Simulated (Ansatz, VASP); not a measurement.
**Fe3I in VASP and in Ansatz**

```
Fe I
1.0
     4.18802    0.00000    0.00000
     0.00000    4.18802    0.00000
     0.00000    0.00000    4.18802
Fe I
3 1
Direct
  0.00000 0.50000 0.50000
  0.50000 0.00000 0.50000
  0.50000 0.50000 0.00000
  0.00000 0.00000 0.00000
```

Alike in both runs: task relaxation of cell and atoms; functional PBE; k mesh 4 × 4 × 4; occupations gaussian, width 0.1 eV; collinear spin.

```csv
,VASP,Ansatz
version,VASP 6.6.1,Ansatz 0.2.0
potentials or method,"VASP PAW PBE potentials, release 64 (Fe, I), cutoff 600 eV","scalar-relativistic, plane waves, PAW"
valence electrons in the cell,31,65
```

Ansatz gave:

* gap on the k mesh at the Fermi level, each at its own relaxed structure (eV): none
* net moment per atom (μB): 2.07
* size of the moment on the site where the two differ most (μB): 2.75
* relaxed volume (Å³/atom): 15.18
* relaxed cell length with the largest relative difference (Å): 3.931

Task: Estimate VASP's values.

Result: gap on the k mesh at the Fermi level, each at its own relaxed structure (eV): none; net moment per atom (μB): 2.07; size of the moment on the site where the two differ most (μB): 2.71; relaxed volume (Å³/atom): 15.15; relaxed cell length with the largest relative difference (Å): 3.928.

Site moments also hang on the region over which each program counts them. A gap of «none» marks a metal or a gap that the smearing closes. VASP's potentials hold 31 valence electrons a cell and Ansatz's 65, so a difference there can come from the potentials and not from the codes.

The k mesh is coarse, so the values compare programs but aren't converged. Spin-orbit coupling is off throughout. Noted on VASP's run: the volume moved by over 15 % at a fixed basis, so the end points are rough.
